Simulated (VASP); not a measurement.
# ZnS (I-4m2) in VASP: single point with HSE06

Aim: the single point of ZnS with HSE06.

All numbers are computed with VASP 6.6.1; they aren't measurements. Logs are shortened: lines on timing, memory, paths and dates and some standing lists are left out, and cuts for length are marked.

## 1. The cell of the first run

The structure is tetragonal, space group I-4m2 (No. 119). The conventional cell has a = 3.886 Å, b = 3.886 Å, c = 5.259 Å, α = 90.00°, β = 90.00°, γ = 90.00°. Within 3.1 Å of Zn (site symmetry -4m2) lie 4 S at 2.35 Å. S (site symmetry -4m2) has 4 Zn at 2.35 Å within 3.1 Å.

## 2. Single point, HSE06 (epitaxial xy strain +2.0%)

POSCAR reads:

```
ZnS
1.0
    0.0000000000      2.7479675482      2.6293462872
    2.7479675482      0.0000000000      2.6293462872
    2.7479675482      2.7479675482      0.0000000000
Zn S
1 1
Direct
    0.0000000000      0.0000000000      0.0000000000
    0.2500000000      0.2500000000      0.2500000000
```

INCAR.step1 reads:

```
SYSTEM = ZnS
PREC     = Accurate       ! precision mode
ENCUT    = 520            ! plane-wave cutoff, eV
EDIFF    = 1E-5           ! SCF threshold, eV
ISMEAR   = 0              ! smearing method
SIGMA    = 0.01           ! smearing width, eV
LREAL    = .FALSE.        ! projectors in reciprocal space
LASPH    = .TRUE.         ! aspherical terms in the spheres
NELM     = 60             ! most SCF steps
ALGO     = Normal         ! electronic algorithm
ISIF     = 2              ! what is computed and relaxed
LWAVE    = .TRUE.         ! write WAVECAR
LCHARG   = .FALSE.        ! write CHGCAR
GGA      = PE             ! functional
NBANDS   = 16             ! bands
```

INCAR.step2 reads:

```
SYSTEM = ZnS
PREC     = Accurate       ! precision mode
ENCUT    = 520            ! plane-wave cutoff, eV
EDIFF    = 1E-6           ! SCF threshold, eV
ISMEAR   = 0              ! smearing method
SIGMA    = 0.01           ! smearing width, eV
LREAL    = .FALSE.        ! projectors in reciprocal space
LASPH    = .TRUE.         ! aspherical terms in the spheres
NELM     = 60             ! most SCF steps
ALGO     = Normal         ! electronic algorithm
ISIF     = 2              ! what is computed and relaxed
LWAVE    = .FALSE.        ! write WAVECAR
LCHARG   = .FALSE.        ! write CHGCAR
GGA      = PE             ! functional
LHFCALC  = .TRUE.         ! exact exchange
HFSCREEN = 0.2079         ! screening, 1/A
PRECFOCK = Normal       
ISTART   = 1            
NBANDS   = 16             ! bands
```

KPOINTS reads:

```
Automatic mesh
0
G
  6 6 6
  0 0 0
```

Potentials or basis: VASP PAW PBE potentials, release 64 (Zn, S).

Started as:

```sh
cat potpaw_PBE.64/Zn/POTCAR potpaw_PBE.64/S/POTCAR > POTCAR
cp INCAR.step1 INCAR
mpirun -np 1 vasp_std > vasp.out
cp INCAR.step2 INCAR
mpirun -np 1 vasp_std > vasp.out
```

OUTCAR:

```text
SYSTEM = ZnS
   PREC = Accurate
   ENCUT = 520
   EDIFF = 1E-6
   ISMEAR = 0
   LREAL = .FALSE.
   LASPH = .TRUE.
   NELM = 60
   ISIF = 2
   GGA = PE
   LHFCALC = .TRUE.
   HFSCREEN = 0.2079
   PRECFOCK = Normal
   ISTART = 1

 ion  position               nearest neighbor table
   1  0.000  0.000  0.000-   2 2.35   2 2.35   2 2.35   2 2.35
   2  0.250  0.250  0.250-   1 2.35   1 2.35   1 2.35   1 2.35

  LATTYP: Found a body centered tetragonal cell.
 ALAT       =     3.8862129756
 C/A-ratio  =     1.3531663363

  Lattice vectors:

 A1 = (   0.0000000000,  -2.7479675482,  -2.6293462872)
 A2 = (   0.0000000000,   2.7479675482,  -2.6293462872)
 A3 = (   2.7479675482,   0.0000000000,   2.6293462872)

Analysis of symmetry for initial positions (statically):
=====================================================================
 Subroutine PRICEL returns:
 Original cell was already a primitive cell.

 Routine SETGRP: Setting up the symmetry group for a
 body centered tetragonal supercell.

 Subroutine GETGRP returns: Found  8 space group operations
 (whereof  8 operations were pure point group operations)
 out of a pool of 16 trial point group operations.

The static configuration has the point symmetry D_2d.

Analysis of symmetry for dynamics (positions and initial velocities):
=====================================================================
 Subroutine PRICEL returns:
 Original cell was already a primitive cell.

 Routine SETGRP: Setting up the symmetry group for a
 body centered tetragonal supercell.

 Subroutine GETGRP returns: Found  8 space group operations
 (whereof  8 operations were pure point group operations)
 out of a pool of 16 trial point group operations.

The dynamic configuration has the point symmetry D_2d.

 Subroutine INISYM returns: Found  8 space group operations
 (whereof  8 operations are pure point group operations),
 and found     1 'primitive' translations

----------------------------------------------------------------------------------------

                                     Primitive cell

  volume of cell :      39.7101

  direct lattice vectors                    reciprocal lattice vectors
[... 89 lines left out ...]
   EDIFFG = 0.1E-04   stopping-criterion for IOM
   NSW    =      0    number of steps for IOM
   IBRION =     -1    ionic relax: 0-MD 1-quasi-New 2-CG
   NFREE  =      0    steps in history (QN), initial steepest desc. (CG)
   ISIF   =      2    stress and relaxation
   ISYM   =      3    0-nonsym 1-usesym 2-fastsym
   POTIM  = 0.5000    time-step for ionic-motion
   TEBEG  =    0.0;   TEEND  =   0.0 temperature during run
   PSTRESS=    0.0 pullay stress
   NELECT =      18.0000    total number of electrons
   NUPDOWN=      -1.0000    fix difference up-down
   EMIN   =  10.00;   EMAX   =-10.00  energy-range for DOS
   EFERMI =   0.00;   METHOD = LEGACY
   ISMEAR =     0;   SIGMA  =   0.01  broadening in eV -4-tet -1-fermi 0-gaus
   EFERMI_NEDOS =   21; number of points for ismear=-14 and -15
   IALGO  =     38    algorithm
   IMIX   =      1    mixing-type and parameters
     AMIX     =   0.40;   BMIX     =  1.00
     AMIX_MAG =   1.60;   BMIX_MAG =  1.00
  volume/ion in A,a.u.               =      19.86       133.99
  Fermi-wavevector in a.u.,A,eV,Ry     =   1.257570  2.376462 21.517357  1.581481
  Thomas-Fermi vector in A             =   2.391222
   LORBIT       =      0    0 simple, 1 ext, 2 COOP (PROOUT), +10 PAW based schemes
   GGA     = PE    functional components
   LHFCALC =     T    Hartree Fock is set to
   PRECFOCK=normal    Normal, Fast or Accurate (Low or Medium for compatibility)
   ENCUT4O =  -1.0   cutoff for four orbital integrals eV
   NKREDX  =     1    reduce k-point grid by
   NKREDY  =     1    reduce k-point grid by
   NKREDZ  =     1    reduce k-point grid by
   AEXX    =    0.2500 exact exchange contribution
   HFSCREEN=    0.2079 screening length (either q_TF or 0.3 A-1)
   HFSCREENC=   0.2079 screening length for correlation (either q_TF or 0.3 A-1)
   ENCUTFOCK=  -1.0 apply spherical cutoff to Coloumb kernel
   IVDW    =     0    specifies the selected vdW correction
   LEPSILON=     F    determine dielectric tensor
   LRPA    =     F    only Hartree local field effects (RPA)
 non-spin polarized calculation
 Gauss-broadening in eV      SIGMA  =   0.01
  energy-cutoff  :      520.00
  volume of cell :       39.71
 maximum number of plane-waves:      1083
  NGX = 24; NGY = 24; NGZ = 24

 number of electron      18.0000014 magnetization

 Free energy of the ion-electron system (eV)
  ---------------------------------------------------
  ext. energy  EPLUGINS =         0.00000000
  ---------------------------------------------------
  free energy    TOTEN  =        -8.36698586 eV

  energy without entropy =       -8.36698586  energy(sigma->0) =       -8.36698586

 E-fermi :   1.5224     XC(G=0):  -7.9498

 val. band max:        1.4193636049   @ k =   0.0000   0.0000   0.0000
 cond. band min:       4.6106894510   @ k =   0.0000   0.0000   0.0000
 fundamental gap:      3.1913258461
 Fermi energy:         1.5223601082

 k-point     1 :       0.0000    0.0000    0.0000
  band No.  band energies     occupation
      1     -12.9468      2.00000
      2      -6.5070      2.00000
      3      -6.5070      2.00000
      4      -6.4869      2.00000
      5      -6.0702      2.00000
      6      -6.0615      2.00000
[... 433 lines left out ...]
      3      -6.2478      2.00000
      4      -6.1969      2.00000
      5      -6.0230      2.00000
      6      -5.8356      2.00000
[... 8 lines left out ...]
     15      16.4766      0.00000
     16      17.9087      0.00000

 [... further k-points ...]

------------------------ aborting loop because EDIFF is reached ----------------------------------------

  FORCE on cell =-STRESS in cart. coord.  units (eV):
  Direction    XX          YY          ZZ          XY          YZ          ZX
  --------------------------------------------------------------------------------------
  -------------------------------------------------------------------------------------
  Total       -0.0568049     -0.0568049      0.3683902      0.0000000      0.0000000      0.0000000
  in kB       -2.2918995     -2.2918995     14.8633819      0.0000000      0.0000000      0.0000000
  external PRESSURE =       3.4265276 kB  Pullay stress =       0.0000000 kB

 VOLUME and BASIS-vectors are now :
 -----------------------------------------------------------------------------
  energy-cutoff  :      520.00
  volume of cell :       39.71
      direct lattice vectors                 reciprocal lattice vectors
     0.000000000  2.747967548  2.629346287    -0.181952658  0.181952658  0.190161335
     2.747967548  0.000000000  2.629346287     0.181952658 -0.181952658  0.190161335
     2.747967548  2.747967548  0.000000000     0.181952658  0.181952658 -0.190161335

 POSITION                                       TOTAL-FORCE (eV/Angst)
 -----------------------------------------------------------------------------------
      0.00000      0.00000      0.00000         0.000000      0.000000      0.000000
      1.37398      1.37398      1.31467        -0.000000     -0.000000     -0.000000
 -----------------------------------------------------------------------------------
    total drift:                               -0.000001     -0.000002     -0.000025

  FREE ENERGIE OF THE ION-ELECTRON SYSTEM (eV)
  ---------------------------------------------------
  free  energy   TOTEN  =        -8.3669858613 eV

  energy  without entropy=       -8.3669858613  energy(sigma->0) =       -8.36698586
```

OUTCAR.step1:

```text
SYSTEM = ZnS
   PREC = Accurate
   ENCUT = 520
   EDIFF = 1E-5
   ISMEAR = 0
   LREAL = .FALSE.
   LASPH = .TRUE.
[... 678 lines left out ...]
      0.00000      0.00000      0.00000        -0.000000     -0.000000      0.000000
      1.37398      1.37398      1.31467         0.000000      0.000000     -0.000000
 -----------------------------------------------------------------------------------
    total drift:                                0.000004      0.000004     -0.000000

  FREE ENERGIE OF THE ION-ELECTRON SYSTEM (eV)
  ---------------------------------------------------
  free  energy   TOTEN  =        -6.8405850426 eV

  energy  without entropy=       -6.8405850426  energy(sigma->0) =       -6.84058504
```

OSZICAR.step1:

```text
N       E                     dE             d eps       ncg     rms          rms(c)
DAV:   1     0.908385904545E+02    0.90839E+02   -0.89967E+03   960   0.137E+03
DAV:   2    -0.120903163794E+01   -0.92048E+02   -0.85747E+02  1112   0.262E+02
DAV:   3    -0.720729278554E+01   -0.59983E+01   -0.59762E+01  1192   0.650E+01
DAV:   4    -0.726956957126E+01   -0.62277E-01   -0.62264E-01  1192   0.685E+00
DAV:   5    -0.727030164075E+01   -0.73207E-03   -0.73206E-03  1224   0.717E-01    0.678E+00
DAV:   6    -0.686129500328E+01    0.40901E+00   -0.73858E-01  1464   0.298E+01    0.531E+00
DAV:   7    -0.684086554378E+01    0.20429E-01   -0.24809E-01  1088   0.446E+00    0.269E+00
DAV:   8    -0.684016578751E+01    0.69976E-03   -0.50750E-03  1248   0.846E-01    0.706E-01
DAV:   9    -0.684042074951E+01   -0.25496E-03   -0.12705E-03  1160   0.285E-01    0.998E-02
DAV:  10    -0.684059464507E+01   -0.17390E-03   -0.24558E-04  1136   0.132E-01    0.531E-02
DAV:  11    -0.684058452939E+01    0.10116E-04   -0.34620E-05  1144   0.737E-02    0.841E-03
DAV:  12    -0.684058504264E+01   -0.51325E-06   -0.33823E-06   696   0.205E-02
   1 F= -.68405850E+01 E0= -.68405850E+01  d E =-.164619E-41
```

Wall time 70 min (1 thread of Intel Xeon Platinum 8259CL at 2.50GHz (Skylake/Cascade Lake), shared host); peak memory 0.29 GiB.

Results:

```yaml
Free_energy: -8.3670 eV
Pressure: 0.3 GPa
Band_gap_on_the_k_mesh: 3.19 eV
```

Stress tensor (GPa, compression positive):
```
-0.23  0.00  0.00
 0.00 -0.23  0.00
 0.00  0.00  1.49
```

Levels at points of the mesh, in eV from the valence-band top:
```csv
k point,band 5,band 6,band 7,band 8,band 9,band 10,band 11,band 12,band 13,band 14
"(0.00, 0.00, 0.00)",-7.49,-7.48,-0.15,-0.15,0.00,3.19,7.60,7.60,7.61,12.70
"(0.50, 0.00, 0.00)",-7.45,-7.25,-5.64,-1.12,-0.87,4.40,7.88,8.34,10.10,13.45
"(0.50, 0.50, 0.00)",-7.41,-7.16,-4.85,-2.58,-2.58,4.15,4.87,12.73,13.49,13.49
"(0.50, 0.00, 0.50)",-7.42,-7.24,-5.14,-2.38,-2.28,4.37,5.31,12.21,13.30,13.70
```

Caveat: the cell differs from its parent crystal (epitaxial xy strain +2.0%); the PAW data sets were made with another functional, which shifts forces and pressure a little.
